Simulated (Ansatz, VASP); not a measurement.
# Al3Cu in VASP and in Ansatz

```
Al Cu
1.0
     4.08419    0.00000    0.00000
     0.00000    4.08419    0.00000
     0.00000    0.00000    3.61737
Al Cu
3 1
Direct
  0.00000 0.50000 0.50000
  0.50000 0.00000 0.50000
  0.50000 0.50000 0.00000
  0.00000 0.00000 0.00000
```

Alike in both runs: task single point; functional LDA; k mesh 12 × 12 × 12; occupations gaussian, width 0.15 eV; no spin polarisation.

|  | VASP | Ansatz |
| --- | --- | --- |
| version | VASP 6.6.1 | Ansatz 0.2.0 |
| potentials or method | VASP PAW LDA potentials, release 64 (Al, Cu), cutoff 520 eV | scalar-relativistic, plane waves, PAW |
| valence electrons in the cell | 20 | 28 |

```csv
,VASP,Ansatz,Ansatz less VASP
gap on the k mesh at the Fermi level (eV),none,none,-
pressure (GPa),-4.2,-4.4,-0.27
"traceless stress, the component that is largest in VASP (GPa)",6.08,6.06,-0.015
```

Ansatz warns that its potentials were made for another functional, while VASP's fit it. LDA's correlation is that of Perdew and Zunger in VASP and of Perdew and Wang (1992) in Ansatz. A gap of «none» marks a metal or a gap that the smearing closes. VASP's potentials hold 20 valence electrons a cell and Ansatz's 28, so a difference there can come from the potentials and not from the codes.
